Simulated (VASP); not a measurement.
Input of a VASP 6.6.1 run:

The input INCAR:

```
SYSTEM = SnSe
PREC = Accurate
ENCUT = 520
EDIFF = 1E-6
ISMEAR = -1
SIGMA = 0.02
LREAL = .False.
LASPH = .True.
NELM = 100
ALGO = Normal
ISIF = 2
LWAVE = .False.
LCHARG = .False.
NBANDS = 17
```

File KPOINTS:

```
regular mesh
0
Gamma
  9 9 9
  0 0 0
```

The input POSCAR:

```
SnSe
1.0
    0.0000000000      2.9897980490      2.9897980490
    2.9897980490      0.0000000000      2.9897980490
    2.9897980490      2.9897980490      0.0000000000
Sn Se
1 1
Direct
    0.0000000000      0.0000000000      0.0000000000
    0.5000000000      0.5000000000      0.5000000000
```

Potentials or basis: VASP PAW LDA potentials, release 64 (Sn_d, Se).

The run is started by

```bash
$ cat potpaw_LDA.64/Sn_d/POTCAR potpaw_LDA.64/Se/POTCAR > POTCAR
$ mpirun -np 1 vasp_std > vasp.out
```

Predict the pressure.

-2.2 GPa.
